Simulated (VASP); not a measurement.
# Al2Au (Fm-3m) in VASP: a series of runs

Al2Au is run at these levels: PBEsol; tasks: single point.

All numbers are computed with VASP 6.6.1; they aren't measurements. Logs are shortened: lines on timing, memory, paths and dates and some standing lists are left out, and cuts for length are marked.

## Step 1: The cell of the first run

Symmetry: Fm-3m, No. 225, cubic system. The conventional cell has a = 6.000 Å, b = 6.000 Å, c = 6.000 Å, α = 90.00°, β = 90.00°, γ = 90.00°. Al (site symmetry -43m) has 4 Au at 2.60 Å and 6 Al at 3.00 Å within 3.4 Å. Within 3.4 Å of Au (site symmetry m-3m) lie 8 Al at 2.60 Å.

## Step 2: Single point, PBEsol

Input file INCAR:

```
SYSTEM = Al2Au
PREC = Accurate ; ENCUT = 520
EDIFF = 1E-6 ; ISMEAR = 0
SIGMA = 0.1 ; LREAL = .False.
LASPH = .True. ; NELM = 60
ALGO = Normal ; ISIF = 2
LWAVE = .False. ; LCHARG = .False.
GGA = PS ; NBANDS = 16
```

Input file KPOINTS:

```
Automatic mesh
0
Gamma
  12 12 12
  0 0 0
```

Input file POSCAR:

```
Al2Au
1.0
    0.0000000000      3.0000000000      3.0000000000
    3.0000000000      0.0000000000      3.0000000000
    3.0000000000      3.0000000000      0.0000000000
Al Au
2 1
Direct
    0.2500000000      0.2500000000      0.2500000000
    0.7500000000      0.7500000000      0.7500000000
    0.0000000000      0.0000000000      0.0000000000
```

Potentials or basis: VASP PAW PBE potentials, release 64 (Al, Au).

On the command line:

```console
> cat potpaw_PBE.64/Al/POTCAR potpaw_PBE.64/Au/POTCAR > POTCAR
> mpirun -np 1 vasp_std > vasp.out
```

OUTCAR:

```text
SYSTEM = Al2Au
   PREC = Accurate
   ENCUT = 520
   EDIFF = 1E-6
   ISMEAR = 0
   LREAL = .False.
   LASPH = .True.
   NELM = 60
   ISIF = 2
   GGA = PS

 ion  position               nearest neighbor table
   1  0.250  0.250  0.250-   3 2.60   3 2.60   3 2.60   3 2.60   2 3.00   2 3.00   2 3.00   2 3.00
                             2 3.00   2 3.00
   2  0.750  0.750  0.750-   3 2.60   3 2.60   3 2.60   3 2.60   1 3.00   1 3.00   1 3.00   1 3.00
                             1 3.00   1 3.00
   3  0.000  0.000  0.000-   2 2.60   2 2.60   2 2.60   1 2.60   2 2.60   1 2.60   1 2.60   1 2.60

  LATTYP: Found a face centered cubic cell.
 ALAT       =     6.0000000000

  Lattice vectors:

 A1 = (   0.0000000000,   3.0000000000,   3.0000000000)
 A2 = (   3.0000000000,   0.0000000000,   3.0000000000)
 A3 = (   3.0000000000,   3.0000000000,   0.0000000000)

Analysis of symmetry for initial positions (statically):
=====================================================================
 Subroutine PRICEL returns:
 Original cell was already a primitive cell.

 Routine SETGRP: Setting up the symmetry group for a
 face centered cubic supercell.

 Subroutine GETGRP returns: Found 48 space group operations
 (whereof 48 operations were pure point group operations)
 out of a pool of 48 trial point group operations.

The static configuration has the point symmetry O_h .

Analysis of symmetry for dynamics (positions and initial velocities):
=====================================================================
 Subroutine PRICEL returns:
 Original cell was already a primitive cell.

 Routine SETGRP: Setting up the symmetry group for a
 face centered cubic supercell.

 Subroutine GETGRP returns: Found 48 space group operations
 (whereof 48 operations were pure point group operations)
 out of a pool of 48 trial point group operations.

The dynamic configuration has the point symmetry O_h .

 Subroutine INISYM returns: Found 48 space group operations
 (whereof 48 operations are pure point group operations),
 and found     1 'primitive' translations

----------------------------------------------------------------------------------------

                                     Primitive cell

  volume of cell :      54.0000

  direct lattice vectors                    reciprocal lattice vectors
     0.000000000  3.000000000  3.000000000    -0.166666667  0.166666667  0.166666667
     3.000000000  0.000000000  3.000000000     0.166666667 -0.166666667  0.166666667
     3.000000000  3.000000000  0.000000000     0.166666667  0.166666667 -0.166666667

  length of vectors
[... 80 lines left out ...]
   LSORBIT =      F    spin-orbit coupling
   LASPH  =      T    aspherical Exc in radial PAW
   ENCUT  =  520.0 eV  38.22 Ry    6.18 a.u.   7.89  7.89  7.89*2*pi/ulx,y,z
   NELM   =     60;   NELMIN=  2; NELMDL= -5     # of ELM steps
   EDIFF  = 0.1E-05   stopping-criterion for ELM
   LREAL  =      F    real-space projection
[... 7 lines left out ...]
   TEBEG  =    0.0;   TEEND  =   0.0 temperature during run
   PSTRESS=    0.0 pullay stress
   NELECT =      17.0000    total number of electrons
   NUPDOWN=      -1.0000    fix difference up-down
   EMIN   =  10.00;   EMAX   =-10.00  energy-range for DOS
   EFERMI =   0.00;   METHOD = LEGACY
   ISMEAR =     0;   SIGMA  =   0.10  broadening in eV -4-tet -1-fermi 0-gaus
   EFERMI_NEDOS =   21; number of points for ismear=-14 and -15
   IALGO  =     38    algorithm
   IMIX   =      4    mixing-type and parameters
     AMIX     =   0.40;   BMIX     =  1.00
     AMIX_MAG =   1.60;   BMIX_MAG =  1.00
  volume/ion in A,a.u.               =      18.00       121.47
  Fermi-wavevector in a.u.,A,eV,Ry     =   1.113679  2.104547 16.875035  1.240280
  Thomas-Fermi vector in A             =   2.250266
   LORBIT       =      0    0 simple, 1 ext, 2 COOP (PROOUT), +10 PAW based schemes
   GGA     = PS    functional components
   LHFCALC =     F    Hartree Fock is set to
   AEXX    =    0.0000 exact exchange contribution
   IVDW    =     0    specifies the selected vdW correction
   LEPSILON=     F    determine dielectric tensor
   LRPA    =     F    only Hartree local field effects (RPA)
 non-spin polarized calculation
 Gauss-broadening in eV      SIGMA  =   0.10
  energy-cutoff  :      520.00
  volume of cell :       54.00
 maximum number of plane-waves:      1475
   NGX = 15   NGY = 15   NGZ = 15

 number of electron      17.0000001 magnetization

 Free energy of the ion-electron system (eV)
  ---------------------------------------------------
  ext. energy  EPLUGINS =         0.00000000
  ---------------------------------------------------
  free energy    TOTEN  =       -13.47799391 eV

  energy without entropy =      -13.47324047  energy(sigma->0) =      -13.47561719

 E-fermi :   7.6957     XC(G=0): -10.6394

 val. band max:        7.6787070204   @ k =   0.2500   0.1667   0.0833
 cond. band min:       7.7184764775   @ k =  -0.2500   0.0833   0.0000
 fundamental gap:      0.0397694571
 Fermi energy:         7.6956982721

 k-point     1 :       0.0000    0.0000    0.0000
  band No.  band energies     occupation
      1      -2.8742      2.00000
      2       1.0842      2.00000
      3       1.0842      2.00000
      4       1.0842      2.00000
      5       2.0454      2.00000
      6       2.0454      2.00000
[... 433 lines left out ...]
      3       1.4436      2.00000
      4       1.4638      2.00000
      5       2.0911      2.00000
      6       2.1066      2.00000
[... 8 lines left out ...]
     15      15.9141      0.00000
     16      16.4349      0.00000

 [... further k-points ...]

------------------------ aborting loop because EDIFF is reached ----------------------------------------

  FORCE on cell =-STRESS in cart. coord.  units (eV):
  Direction    XX          YY          ZZ          XY          YZ          ZX
  --------------------------------------------------------------------------------------
  -------------------------------------------------------------------------------------
  Total       -0.0005495     -0.0005495     -0.0005495      0.0000000      0.0000000      0.0000000
  in kB       -0.0163043     -0.0163043     -0.0163043      0.0000000      0.0000000      0.0000000
  external PRESSURE =      -0.0163043 kB  Pullay stress =       0.0000000 kB

 VOLUME and BASIS-vectors are now :
 -----------------------------------------------------------------------------
  energy-cutoff  :      520.00
  volume of cell :       54.00
      direct lattice vectors                 reciprocal lattice vectors
     0.000000000  3.000000000  3.000000000    -0.166666667  0.166666667  0.166666667
     3.000000000  0.000000000  3.000000000     0.166666667 -0.166666667  0.166666667
     3.000000000  3.000000000  0.000000000     0.166666667  0.166666667 -0.166666667

 POSITION                                       TOTAL-FORCE (eV/Angst)
 -----------------------------------------------------------------------------------
      1.50000      1.50000      1.50000         0.000000      0.000000      0.000000
      4.50000      4.50000      4.50000        -0.000000     -0.000000     -0.000000
      0.00000      0.00000      0.00000         0.000000     -0.000000      0.000000
 -----------------------------------------------------------------------------------
    total drift:                                0.000000     -0.000000      0.000000

  FREE ENERGIE OF THE ION-ELECTRON SYSTEM (eV)
  ---------------------------------------------------
  free  energy   TOTEN  =       -13.4779939074 eV

  energy  without entropy=      -13.4732404690  energy(sigma->0) =      -13.47561719
```

Wall time 66 s (1 thread of Intel Xeon 8259CL, shared host); peak memory 0.21 GiB.

Results:

- Free energy: -13.4780 eV
- Pressure: 0.0 GPa
- Band gap on the k mesh: zero (an odd number of electrons rules out a gap without spin polarisation)

Caveat: the PAW data sets were made with another functional, which shifts forces and pressure a little; spin-orbit coupling is left out, which moves the levels of the heavy elements.

## Step 3: Single point, PBEsol (18.57 Å³/atom)

This run uses another cell than the first one, of 18.57 Å³/atom.

Input file INCAR:

```
PREC = Accurate
ENCUT = 520
EDIFF = 1E-7
ISMEAR = 0
SIGMA = 0.1
LREAL = F
LASPH = T
NELM = 100
ALGO = Normal
ISIF = 2
LWAVE = F
LCHARG = T
GGA = PS
LELF = T
LVHAR = T
NBANDS = 16
```

Input file KPOINTS:

```
Automatic mesh
0
Gamma
  12 12 12
```

Input file POSCAR:

```
Al2Au
1.0
    0.0000000000      3.0312124286      3.0312124286
    3.0312124286      0.0000000000      3.0312124286
    3.0312124286      3.0312124286      0.0000000000
Al Au
2 1
Direct
    0.2500000000      0.2500000000      0.2500000000
    0.7500000000      0.7500000000      0.7500000000
    0.0000000000      0.0000000000      0.0000000000
```

Potentials or basis: VASP PAW PBE potentials, release 64 (Al, Au).

On the command line:

```console
> cat potpaw_PBE.64/Al/POTCAR potpaw_PBE.64/Au/POTCAR > POTCAR
> mpirun -np 1 vasp_std > vasp.out
```

Run time: 76 s. Hardware: 1 thread of Intel Xeon 8259CL, shared host; peak memory 0.22 GiB.

It converged, with:

* Free energy: -13.4601 eV
* Pressure: -3.3 GPa
* Band gap on the k mesh: zero (an odd number of electrons rules out a gap without spin polarisation)

Levels at points of the mesh, in eV from the Fermi level:
| k point | band 6 | band 7 | band 8 | band 9 | band 10 | band 11 | band 12 | band 13 |
| --- | --- | --- | --- | --- | --- | --- | --- | --- |
| (0.00, 0.00, 0.00) | -5.51 | 2.05 | 2.91 | 2.91 | 2.91 | 3.79 | 3.79 | 3.79 |
| (0.50, 0.00, 0.00) | -5.40 | -5.36 | 0.37 | 0.37 | 3.19 | 3.35 | 3.72 | 3.72 |
| (0.50, 0.50, 0.00) | -5.23 | -4.94 | -2.05 | -2.05 | 1.11 | 2.01 | 7.63 | 9.55 |

Caveat: the cell stands under tension; the PAW data sets were made with another functional, which shifts forces and pressure a little; spin-orbit coupling is left out, which moves the levels of the heavy elements.

## Step 4: Single point, PBEsol (19.11 Å³/atom)

This run uses another cell than the first one, of 19.11 Å³/atom.

Input file INCAR:

```
SYSTEM = Al2Au
PREC = Accurate
ENCUT = 520
EDIFF = 1E-6
ISMEAR = 0
SIGMA = 0.1
LREAL = .FALSE.
LASPH = .TRUE.
NELM = 80
ALGO = Fast
ISIF = 2
LWAVE = .FALSE.
LCHARG = .FALSE.
GGA = PS
NBANDS = 16
```

Input file KPOINTS:

```
Automatic mesh
0
G
  12 12 12
  0 0 0
```

Input file POSCAR:

```
Al2Au
1.0
    0.0000000000      3.0603604901      3.0603604901
    3.0603604901      0.0000000000      3.0603604901
    3.0603604901      3.0603604901      0.0000000000
Al Au
2 1
Direct
    0.2500000000      0.2500000000      0.2500000000
    0.7500000000      0.7500000000      0.7500000000
    0.0000000000      0.0000000000      0.0000000000
```

On the command line:

```console
> cat potpaw_PBE.64/Al/POTCAR potpaw_PBE.64/Au/POTCAR > POTCAR
> mpirun -np 1 vasp_std > vasp.out
```

It took 78 s on 1 thread of Intel Xeon 8259CL, shared host; peak memory 0.22 GiB.

The run converged. Its results:

```yaml
Free_energy: -13.4129 eV
Pressure: -6.0 GPa
Band_gap_on_the_k_mesh: zero (an odd number of electrons rules out a gap without spin polarisation)
```

Levels at points of the mesh, in eV from the Fermi level:
```tsv
k point	band 5	band 6	band 7	band 8	band 9	band 10	band 11	band 12	band 13	band 14
(0.00, 0.00, 0.00)	-5.39	-5.39	1.85	2.90	2.90	2.90	3.66	3.66	3.66	5.55
(0.50, 0.00, 0.00)	-5.29	-5.29	-5.25	0.38	0.38	3.13	3.13	3.63	3.63	8.61
(0.50, 0.50, 0.00)	-5.55	-5.12	-4.85	-1.98	-1.98	0.95	2.00	7.61	9.31	9.31
```

Caveat: the cell stands under tension; the PAW data sets were made with another functional, which shifts forces and pressure a little; spin-orbit coupling is left out, which moves the levels of the heavy elements.

## Step 5: The runs side by side

| cell | gap on the mesh (eV) | pressure (GPa) |
| --- | --- | --- |
| a = 4.243 Å, angles 60.0°, 3 atoms | none | 0.0 |
| a = 4.287 Å, angles 60.0°, 3 atoms | none | -3.3 |
| a = 4.328 Å, angles 60.0°, 3 atoms | none | -6.0 |

Alike in all rows: task single point; level PBEsol; potentials or basis VASP PAW PBE potentials, release 64 (Al, Au); no spin polarisation; k mesh 12 × 12 × 12; cutoff (eV) 520; smearing gaussian 0.1 eV.

Caveats: the PAW data sets were made with another functional, which shifts forces and pressure a little; spin-orbit coupling is left out, which moves the levels of the heavy elements; the cell stands under tension (at least some runs).

Total energies depend on the potentials used, so only differences within one code and one set of settings carry meaning.
